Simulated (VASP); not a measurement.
# Al2BN3 (P6/mmm) in VASP: a series of runs

Al2BN3 is run at these levels: PBE; tasks: relaxation of cell and atoms, single point.

All numbers are computed with VASP 6.6.1; they aren't measurements. Logs are shortened: lines on timing, memory, paths and dates and some standing lists are left out, and cuts for length are marked.

## 1. The cell of the first run

It takes space group P6/mmm (No. 191, hexagonal). The conventional cell has a = 4.729 Å, b = 4.729 Å, c = 3.554 Å, α = 90.00°, β = 90.00°, γ = 120.00°. Within 3.0 Å of Al (site symmetry -6m2) lie 6 N at 2.24 Å and 3 Al at 2.73 Å and 3 B at 2.73 Å. Within 3.6 Å of B (site symmetry 6/mmm) lie 6 Al at 2.73 Å and 12 N at 2.96 Å and 2 B at 3.55 Å. Within 3.0 Å of N (site symmetry mmm) lie 4 Al at 2.24 Å and 4 N at 2.36 Å and 4 B at 2.96 Å.

## 2. Relaxation of cell and atoms, PBE

Input file INCAR:

```
SYSTEM = Al2BN3
PREC     = Accurate       ! precision mode
ENCUT    = 600            ! plane-wave cutoff, eV
EDIFF    = 1E-6           ! SCF threshold, eV
ISMEAR   = 0              ! smearing method
SIGMA    = 0.1            ! smearing width, eV
LREAL    = .False.        ! projectors in reciprocal space
LASPH    = .True.         ! aspherical terms in the spheres
NELM     = 60             ! most SCF steps
ALGO     = Normal         ! electronic algorithm
ISIF     = 3              ! what is computed and relaxed
LWAVE    = .False.        ! write WAVECAR
LCHARG   = .False.        ! write CHGCAR
GGA      = PE             ! functional
IBRION   = 2              ! ionic algorithm
NSW      = 90             ! ionic steps
EDIFFG   = -0.04          ! ionic threshold
```

Input file KPOINTS:

```
Automatic mesh
0
Gamma
  6 6 6
  0 0 0
```

Input file POSCAR:

```
Al2BN3
1.0
    4.7291362100      0.0000000000      0.0000000000
   -2.3645681100      4.0955521000      0.0000000000
    0.0000000000      0.0000000000      3.5539712200
Al B N
2 1 3
Direct
    0.3333333300      0.6666666700      0.0000000000
    0.6666666700      0.3333333300      0.0000000000
    0.0000000000      0.0000000000      0.0000000000
    0.5000000000      0.0000000000      0.5000000000
    0.0000000000      0.5000000000      0.5000000000
    0.5000000000      0.5000000000      0.5000000000
```

Potentials or basis: VASP PAW PBE potentials, release 64 (Al, B, N).

Run with:

```bash
$ cat potpaw_PBE.64/Al/POTCAR potpaw_PBE.64/B/POTCAR potpaw_PBE.64/N/POTCAR > POTCAR
$ mpirun -np 1 vasp_std > vasp.out
```

OUTCAR:

```text
SYSTEM = Al2BN3
   PREC = Accurate
   ENCUT = 600
   EDIFF = 1E-6
   ISMEAR = 0
   LREAL = .False.
   LASPH = .True.
   NELM = 60
   ISIF = 3
   GGA = PE
   IBRION = 2
   NSW = 90
   EDIFFG = -0.04

 ion  position               nearest neighbor table
   1  0.333  0.667  0.000-   5 2.24   5 2.24   4 2.24   4 2.24   6 2.24   6 2.24   2 2.73   3 2.73
                             2 2.73   3 2.73   3 2.73   2 2.73
   2  0.667  0.333  0.000-   5 2.24   5 2.24   4 2.24   4 2.24   6 2.24   6 2.24   1 2.73   3 2.73
                             1 2.73   3 2.73   3 2.73   1 2.73
   3  0.000  0.000  0.000-   1 2.73   2 2.73   2 2.73   1 2.73   2 2.73   1 2.73
   4  0.500  0.000  0.500-   1 2.24   2 2.24   1 2.24   2 2.24
   5  0.000  0.500  0.500-   1 2.24   2 2.24   1 2.24   2 2.24
   6  0.500  0.500  0.500-   1 2.24   2 2.24   1 2.24   2 2.24

  LATTYP: Found a hexagonal cell.
 ALAT       =     4.7291362100
 C/A-ratio  =     0.7515053621

  Lattice vectors:

 A1 = (   4.7291362100,   0.0000000000,   0.0000000000)
 A2 = (  -2.3645681100,   4.0955521000,   0.0000000000)
 A3 = (   0.0000000000,   0.0000000000,   3.5539712200)

Analysis of symmetry for initial positions (statically):
=====================================================================
 Subroutine PRICEL returns:
 Original cell was already a primitive cell.

 Routine SETGRP: Setting up the symmetry group for a
 hexagonal supercell.

 Subroutine GETGRP returns: Found 24 space group operations
 (whereof 24 operations were pure point group operations)
 out of a pool of 24 trial point group operations.

The static configuration has the point symmetry D_6h.

Analysis of symmetry for dynamics (positions and initial velocities):
=====================================================================
 Subroutine PRICEL returns:
 Original cell was already a primitive cell.

 Routine SETGRP: Setting up the symmetry group for a
 hexagonal supercell.

 Subroutine GETGRP returns: Found 24 space group operations
 (whereof 24 operations were pure point group operations)
 out of a pool of 24 trial point group operations.

The dynamic configuration has the point symmetry D_6h.

 Subroutine INISYM returns: Found 24 space group operations
 (whereof 24 operations are pure point group operations),
 and found     1 'primitive' translations

----------------------------------------------------------------------------------------

                                     Primitive cell

  volume of cell :      68.8348

  direct lattice vectors                    reciprocal lattice vectors
     4.729136210  0.000000000  0.000000000     0.211455106  0.122083663  0.000000000
    -2.364568110  4.095552100  0.000000000     0.000000000  0.244167325  0.000000000
     0.000000000  0.000000000  3.553971220     0.000000000  0.000000000  0.281375379

  length of vectors
     4.729136210  4.729136216  3.553971220     0.244167325  0.244167325  0.281375379

  position of ions in fractional coordinates (direct lattice)
     0.333333330  0.666666670  0.000000000
     0.666666670  0.333333330  0.000000000
     0.000000000  0.000000000  0.000000000
     0.500000000  0.000000000  0.500000000
     0.000000000  0.500000000  0.500000000
     0.500000000  0.500000000  0.500000000

  ion indices of the primitive-cell ions
   primitive index   ion index
                 1           1
                 2           2
                 3           3
                 4           4
                 5           5
                 6           6

----------------------------------------------------------------------------------------

 KPOINTS: Automatic mesh

Automatic generation of k-mesh.
 Grid dimensions read from file:
 generate k-points for:    6    6    6

 Generating k-lattice:

  Cartesian coordinates                     Fractional coordinates (reciprocal lattice)
     0.035242518  0.020347277  0.000000000     0.166666667  0.000000000  0.000000000
     0.000000000  0.040694554  0.000000000     0.000000000  0.166666667  0.000000000
     0.000000000  0.000000000  0.046895897     0.000000000  0.000000000  0.166666667

  Length of vectors
     0.040694554  0.040694554  0.046895897

  Shift w.r.t. Gamma in fractional coordinates (k-lattice)
     0.000000000  0.000000000  0.000000000

 Subroutine IBZKPT returns following result:
 ===========================================

 Found     28 irreducible k-points:

 Following reciprocal coordinates:
            Coordinates               Weight
  0.000000  0.000000  0.000000      1.000000
  0.166667  0.000000  0.000000      6.000000
  0.333333  0.000000  0.000000      6.000000
  0.500000  0.000000  0.000000      3.000000
  0.166667  0.166667  0.000000      6.000000
  0.333333  0.166667  0.000000     12.000000
[... 16 lines left out ...]
  0.166667  0.000000  0.500000      6.000000
  0.333333  0.000000  0.500000      6.000000
 [... further k-points ...]
   k-points           NKPTS =     28   k-points in BZ     NKDIM =     28   number of bands    NBANDS=     16
   number of dos      NEDOS =    301   number of ions     NIONS =      6
   total plane-waves  NPLWV =  44800
   dimension x,y,z NGX =    40 NGY =   40 NGZ =   28
   dimension x,y,z NGXF=    80 NGYF=   80 NGZF=   56
   ions per type =               2   1   3
   NGX,Y,Z   is equivalent  to a cutoff of  14.06, 14.06, 13.10 a.u.
   NGXF,Y,Z  is equivalent  to a cutoff of  28.12, 28.12, 26.20 a.u.
 SYSTEM =  Al2BN3
   PREC   = accura    normal or accurate (medium, high low for compatibility)
   ISTART =      0    job   : 0-new  1-cont  2-samecut
   ICHARG =      2    charge: 1-file 2-atom 10-const
   ISPIN  =      1    spin polarized calculation?
   LNONCOLLINEAR =      F non collinear calculations
   LSORBIT =      F    spin-orbit coupling
   LASPH  =      T    aspherical Exc in radial PAW
   ENCUT  =  600.0 eV  44.10 Ry    6.64 a.u.   9.45  9.45  7.10*2*pi/ulx,y,z
   NELM   =     60;   NELMIN=  2; NELMDL= -5     # of ELM steps
   EDIFF  = 0.1E-05   stopping-criterion for ELM
   LREAL  =      F    real-space projection
   EDIFFG = -.4E-01   stopping-criterion for IOM
   NSW    =     90    number of steps for IOM
   IBRION =      2    ionic relax: 0-MD 1-quasi-New 2-CG
   NFREE  =      1    steps in history (QN), initial steepest desc. (CG)
   ISIF   =      3    stress and relaxation
   ISYM   =      2    0-nonsym 1-usesym 2-fastsym
   POTIM  = 0.5000    time-step for ionic-motion
   TEBEG  =    0.0;   TEEND  =   0.0 temperature during run
   PSTRESS=    0.0 pullay stress
   NELECT =      24.0000    total number of electrons
   NUPDOWN=      -1.0000    fix difference up-down
   EMIN   =  10.00;   EMAX   =-10.00  energy-range for DOS
   EFERMI =   0.00;   METHOD = LEGACY
   ISMEAR =     0;   SIGMA  =   0.10  broadening in eV -4-tet -1-fermi 0-gaus
   EFERMI_NEDOS =   21; number of points for ismear=-14 and -15
   IALGO  =     38    algorithm
   IMIX   =      4    mixing-type and parameters
     AMIX     =   0.40;   BMIX     =  1.00
     AMIX_MAG =   1.60;   BMIX_MAG =  1.00
  volume/ion in A,a.u.               =      11.47        77.42
  Fermi-wavevector in a.u.,A,eV,Ry     =   1.152239  2.177416 18.063835  1.327654
  Thomas-Fermi vector in A             =   2.288891
   LORBIT       =      0    0 simple, 1 ext, 2 COOP (PROOUT), +10 PAW based schemes
   GGA     = PE    functional components
   LHFCALC =     F    Hartree Fock is set to
   AEXX    =    0.0000 exact exchange contribution
   IVDW    =     0    specifies the selected vdW correction
   LEPSILON=     F    determine dielectric tensor
   LRPA    =     F    only Hartree local field effects (RPA)
 conjugate gradient relaxation of ions
 non-spin polarized calculation
 Gauss-broadening in eV      SIGMA  =   0.10
  energy-cutoff  :      600.00
  volume of cell :       68.83
 maximum number of plane-waves:      2336
 NGX is ok and might be reduce to    40
   NGX = 19   NGY = 19   NGZ = 15

--------------------------------------- Ionic step        1  -------------------------------------------

 number of electron      23.9999999 magnetization

 Free energy of the ion-electron system (eV)
  ---------------------------------------------------
  ext. energy  EPLUGINS =         0.00000000
  ---------------------------------------------------
  free energy    TOTEN  =       -30.24973155 eV

  energy without entropy =      -30.23730463  energy(sigma->0) =      -30.24351809

------------------------ aborting loop because EDIFF is reached ----------------------------------------

  FORCE on cell =-STRESS in cart. coord.  units (eV):
  Direction    XX          YY          ZZ          XY          YZ          ZX
  --------------------------------------------------------------------------------------
  -------------------------------------------------------------------------------------
  Total       -2.2372481     -2.2372481    -20.9484296      0.0000000      0.0000000      0.0000000
  in kB      -52.0734728    -52.0734729   -487.5889663      0.0000001      0.0000000      0.0000000
  external PRESSURE =    -197.2453040 kB  Pullay stress =       0.0000000 kB
[... 305 lines left out ...]
  energy  without entropy=      -34.8743903060  energy(sigma->0) =      -34.88052339

--------------------------------------- Ionic step        9  -------------------------------------------

 number of electron      24.0000005 magnetization

 Free energy of the ion-electron system (eV)
  ---------------------------------------------------
  ext. energy  EPLUGINS =         0.00000000
  ---------------------------------------------------
  free energy    TOTEN  =       -34.89204052 eV

  energy without entropy =      -34.88054392  energy(sigma->0) =      -34.88629222

 E-fermi :   5.7523     XC(G=0): -10.9257

 val. band max:        5.7511166265   @ k =   0.1667   0.1667   0.5000
 cond. band min:       5.8145558267   @ k =   0.1667   0.0000   0.1667
 fundamental gap:      0.0634392002
 Fermi energy:         5.7523234008

 k-point     1 :       0.0000    0.0000    0.0000
  band No.  band energies     occupation
      1     -10.9822      2.00000
      2      -8.3793      2.00000
      3      -8.3793      2.00000
      4      -3.0180      2.00000
      5      -0.6323      2.00000
      6       0.2865      2.00000
[... 8 lines left out ...]
     15       8.5938      0.00000
     16      11.9683      0.00000
[... 420 lines left out ...]
  band No.  band energies     occupation
      1      -8.0551      2.00000
      2      -6.9216      2.00000
      3      -6.3285      2.00000
      4      -1.5259      2.00000
      5      -0.1942      2.00000
      6       0.2838      2.00000
[... 8 lines left out ...]
     15       7.6628      0.00000
     16       8.3226      0.00000

 [... further k-points ...]
[... 5 lines left out ...]
  --------------------------------------------------------------------------------------
  -------------------------------------------------------------------------------------
  Total       -0.1860112     -0.1860112      0.0489521      0.0000000     -0.0000000      0.0000000
  in kB       -4.7985326     -4.7985326      1.2628189      0.0000000     -0.0000000      0.0000000
  external PRESSURE =      -2.7780821 kB  Pullay stress =       0.0000000 kB
[... 21 lines left out ...]
  FREE ENERGIE OF THE ION-ELECTRON SYSTEM (eV)
  ---------------------------------------------------
  free  energy   TOTEN  =       -34.8920405176 eV

  energy  without entropy=      -34.8805439237  energy(sigma->0) =      -34.88629222

 reached required accuracy - stopping structural energy minimisation
```

Wall time 1.8 min (1 thread of AMD EPYC 9R45 (Zen 5), shared host); peak memory 0.19 GiB.

What came out:

```
Free energy                            : -34.8920 eV
Relaxed volume                         : 10.35 Å³/atom
Relaxed cell                           : a = 5.374 Å, b = 5.374 Å, c = 2.483 Å, α = 90.00°, β = 90.00°, γ = 120.00°
Space group after relaxing (to 0.05 Å) : P6/mmm (No. 191)
Energy gained by relaxing              : 773.7 meV/atom
Ionic steps                            : 9
Pressure after relaxing                : -0.3 GPa
Band gap on the k mesh                 : zero (band 12 reaches 6.72 eV, above the bottom of band 13 at 4.95 eV)
```

Step by step:
```csv
step,energy change (eV),largest force (eV/Å),pressure (GPa),volume (Å³)
1,0.0000,0.0000,-19.72,68.83
2,-3.0542,0.0000,8.66,55.20
3,-3.2247,0.0000,20.28,52.83
4,-4.0193,0.0000,27.34,54.13
5,-4.0106,0.0000,27.89,54.17
6,-4.3477,0.0000,-13.25,68.48
7,-4.6370,0.0000,-0.72,62.18
8,-4.6369,0.0000,-0.27,62.02
9,-4.6423,0.0000,-0.28,62.11
```

Final structure:
```yaml
crystal:
  lattice:
    - [5.37375, 0.00000, 0.00000]
    - [-2.68687, 4.65380, 0.00000]
    - [0.00000, 0.00000, 2.48345]
  atoms:
    - { symbol: Al, position: [0.33333, 0.66667, 0.00000] }
    - { symbol: Al, position: [0.66667, 0.33333, 0.00000] }
    - { symbol: B, position: [0.00000, 0.00000, 0.00000] }
    - { symbol: N, position: [0.50000, 0.00000, 0.50000] }
    - { symbol: N, position: [0.00000, 0.50000, 0.50000] }
    - { symbol: N, position: [0.50000, 0.50000, 0.50000] }
```

Levels at points of the mesh, in eV from the Fermi level:
| k point | band 8 | band 9 | band 10 | band 11 | band 12 | band 13 | band 14 | band 15 | band 16 |
| --- | --- | --- | --- | --- | --- | --- | --- | --- | --- |
| (0.00, 0.00, 0.00) | -1.26 | -1.26 | 0.08 | 0.19 | 0.97 | 0.97 | 2.84 | 2.84 | 6.22 |
| (0.50, 0.00, 0.00) | -3.29 | -1.67 | -0.52 | 0.23 | 0.45 | 0.69 | 0.96 | 2.42 | 7.17 |
| (0.00, 0.00, 0.50) | -2.80 | -2.80 | -1.85 | -1.56 | 0.25 | 0.25 | 1.16 | 1.39 | 1.39 |
| (0.50, 0.00, 0.50) | -3.19 | -2.72 | -2.46 | -1.74 | -0.74 | 0.43 | 0.73 | 2.11 | 2.99 |

[end of part 1 of 2]
